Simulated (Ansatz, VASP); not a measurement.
**One calculation of Ba3AlP, two programs**

```xyz
5
Lattice="6.1712 0.0000 0.0000 0.0000 6.1712 0.0000 0.0000 0.0000 6.1712" Properties=species:S:1:pos:R:3 pbc="T T T"
Ba    3.0856    3.0856    0.0000
Ba    3.0856    0.0000    3.0856
Ba    0.0000    3.0856    3.0856
Al    0.0000    0.0000    0.0000
P     3.0856    3.0856    3.0856
```

Change from the starting cell: species swapped into the La3AlC type (Pm-3m, No. 221).

Alike in both runs: functional PBE; k mesh 6 × 6 × 6; occupations gaussian, width 0.1 eV; no spin polarisation.

Ansatz relaxed the structure, and its values are those at the end. VASP's run is a single point on that final structure, the one shown.

```csv
,VASP,Ansatz
version,VASP 6.6.1,Ansatz 0.2.0
potentials or method,"VASP PAW PBE potentials, release 64 (Ba_sv, Al, P), cutoff 520 eV","scalar-relativistic, plane waves, PAW"
valence electrons in the cell,38,38
```

```tsv
	VASP	Ansatz	Ansatz less VASP
gap on the k mesh at the Fermi level (eV)	none	none	-
pressure (GPa)	0.3	0.0	-0.34
```

A gap of «none» marks a metal or a gap that the smearing closes.

Spin-orbit coupling is off throughout.
